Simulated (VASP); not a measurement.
Here is a VASP 6.6.1 calculation.

The input INCAR:

```
  PREC = Accurate
  ENCUT = 550
  EDIFF = 1E-6
  ISMEAR = -1
  SIGMA = 0.05
  LREAL = Auto
  LASPH = True
  NELM = 120
  ALGO = Normal
  ISIF = 2
  LWAVE = False
  LCHARG = True
  GGA = PS
  LELF = True
  LVHAR = True
  ISYM = -1
  NBANDS = 486
  GGA_COMPAT = False
  KPAR = 1
```

File KPOINTS:

```
explicit points
1
Reciprocal
  0.25000000   0.25000000   0.25000000 1
```

The input POSCAR:

```
SnGe15
1.0
   11.4580562109      0.0000000000      0.0000000000
    0.0000000000     11.4580562109      0.0000000000
    0.0000000000      0.0000000000     11.4580562109
Ge Sn
60 4
Direct
    0.0004300000      0.9977810000      0.0006670000
    0.9977310000      0.0002330000      0.4978240000
    0.9976920000      0.5016930000      0.0046520000
    0.9965730000      0.4984970000      0.4955640000
    0.4999440000      0.9998610000      0.0001600000
    0.4958270000      0.0081150000      0.5066980000
    0.5016680000      0.4989300000      0.0009130000
    0.5040460000      0.4970710000      0.4973550000
    0.1252310000      0.1249650000      0.1252140000
    0.1315820000      0.1184680000      0.6187410000
    0.1254110000      0.6258950000      0.1261380000
    0.1114100000      0.6247540000      0.6248770000
    0.6245670000      0.1268130000      0.1242790000
    0.6273860000      0.1267370000      0.6272300000
    0.6268920000      0.6228920000      0.1227930000
    0.6243690000      0.6239260000      0.6271630000
    0.2523020000      0.2477440000      0.0042750000
    0.2507320000      0.2485270000      0.4958650000
    0.2492750000      0.7515490000      0.0008970000
    0.7479700000      0.2504630000      0.0006850000
    0.7483730000      0.2495160000      0.4982880000
    0.7499700000      0.7501500000      0.0002450000
    0.7559860000      0.7436820000      0.5061650000
    0.3760580000      0.3740950000      0.1252720000
    0.3812040000      0.3684720000      0.6186000000
    0.3731210000      0.8754800000      0.1238120000
    0.3811980000      0.8808310000      0.6343420000
    0.8741510000      0.3750320000      0.1264500000
    0.8676560000      0.3803070000      0.6188530000
    0.8762570000      0.8742410000      0.1235690000
    0.8756150000      0.8762650000      0.6268280000
    0.2498180000      0.0012750000      0.2480560000
    0.2510270000      0.9997180000      0.7528990000
    0.2488840000      0.4969360000      0.2480190000
    0.7561100000      0.0059810000      0.2439610000
    0.7482790000      0.9982230000      0.7504060000
    0.7497010000      0.4998660000      0.2498670000
    0.7477720000      0.5003490000      0.7508170000
    0.3744030000      0.1259190000      0.3731610000
    0.3752600000      0.1259910000      0.8758580000
    0.3792830000      0.6162870000      0.3685750000
    0.3827140000      0.6325040000      0.8818520000
    0.8761690000      0.1280890000      0.3749930000
    0.8685920000      0.1183650000      0.8809430000
    0.8758730000      0.6243220000      0.3731330000
    0.8739320000      0.6248950000      0.8763310000
    0.0007930000      0.2507270000      0.2498680000
    0.9985370000      0.7499180000      0.2481930000
    0.9962950000      0.7516670000      0.7526510000
    0.5002630000      0.2498920000      0.2497280000
    0.5019870000      0.2487870000      0.7505210000
    0.4952120000      0.7426400000      0.2409840000
    0.5046330000      0.7522030000      0.7529580000
    0.1251680000      0.3747420000      0.3747100000
    0.1256650000      0.3748120000      0.8901440000
    0.1188050000      0.8812200000      0.3672990000
    0.1250060000      0.8745320000      0.8749940000
    0.6266640000      0.3736150000      0.3730660000
    0.6246800000      0.3748650000      0.8750470000
    0.6263390000      0.8754950000      0.8766620000
    0.2503450000      0.7519860000      0.4986970000
    0.2519440000      0.5001190000      0.7520270000
    0.9991060000      0.2489270000      0.7497810000
    0.6245830000      0.8745610000      0.3749050000
```

Potentials or basis: VASP PAW PBE potentials, release 64 (Ge_d, Sn_d).

Command:

```console
$ cat potpaw_PBE.64/Ge_d/POTCAR potpaw_PBE.64/Sn_d/POTCAR > POTCAR
$ mpirun -np 4 vasp_std > vasp.out
```

Predict the pressure.

-0.1 GPa.

Estimate the largest force.

0.033 eV/Å.

Forces on the atoms (eV/Å):
```
Ge   0.005 -0.002 -0.004
Ge   0.021  0.002 -0.002
Ge   0.030  0.004 -0.013
Ge   0.017  0.019 -0.003
Ge  -0.001  0.002 -0.006
Ge   0.013  0.006 -0.006
Ge   0.006  0.017 -0.006
Ge   0.004  0.007  0.001
Ge   0.000 -0.003  0.007
Ge  -0.004 -0.002 -0.003
Ge  -0.008  0.004 -0.007
Ge  -0.008 -0.021  0.004
Ge   0.001  0.013 -0.002
Ge  -0.006 -0.007 -0.005
Ge  -0.010  0.003  0.004
Ge   0.005  0.004 -0.004
Ge  -0.014  0.014 -0.010
Ge   0.008 -0.004 -0.003
Ge   0.011 -0.005 -0.012
Ge   0.003 -0.009 -0.005
Ge   0.003  0.004  0.004
Ge  -0.006 -0.001 -0.005
Ge   0.011 -0.003  0.004
Ge  -0.010 -0.001  0.000
Ge  -0.003 -0.014 -0.005
Ge  -0.006 -0.016  0.011
Ge   0.006 -0.004  0.014
Ge  -0.013 -0.006  0.012
Ge   0.002 -0.014 -0.013
Ge   0.005 -0.001 -0.010
Ge  -0.016 -0.006  0.001
Ge   0.002  0.005 -0.003
Ge   0.003 -0.005 -0.014
Ge   0.007  0.004  0.008
Ge   0.008  0.005  0.005
Ge   0.008  0.006  0.003
Ge   0.009  0.011 -0.004
Ge  -0.011  0.010 -0.001
Ge  -0.011  0.000  0.016
Ge  -0.004 -0.003  0.005
Ge  -0.011  0.010  0.001
Ge  -0.005  0.010  0.008
Ge  -0.012 -0.004  0.012
Ge  -0.012 -0.006 -0.002
Ge  -0.002 -0.004  0.014
Ge  -0.004  0.007  0.004
Ge   0.014  0.007 -0.002
Ge   0.015 -0.002  0.013
Ge   0.015 -0.004 -0.006
Ge   0.001 -0.001  0.004
Ge   0.005  0.004 -0.011
Ge  -0.002 -0.005 -0.001
Ge  -0.015  0.002 -0.002
Ge  -0.007  0.002  0.004
Ge  -0.007 -0.013  0.015
Ge  -0.015 -0.005 -0.002
Ge  -0.007 -0.010  0.003
Ge   0.001 -0.008  0.008
Ge  -0.004  0.000 -0.003
Ge   0.006 -0.008 -0.005
Sn   0.008 -0.008 -0.004
Sn  -0.014  0.022 -0.008
Sn   0.016  0.009  0.000
Sn  -0.022 -0.007  0.010
```

Caveat: the PAW data sets were made with another functional, which shifts forces and pressure a little.
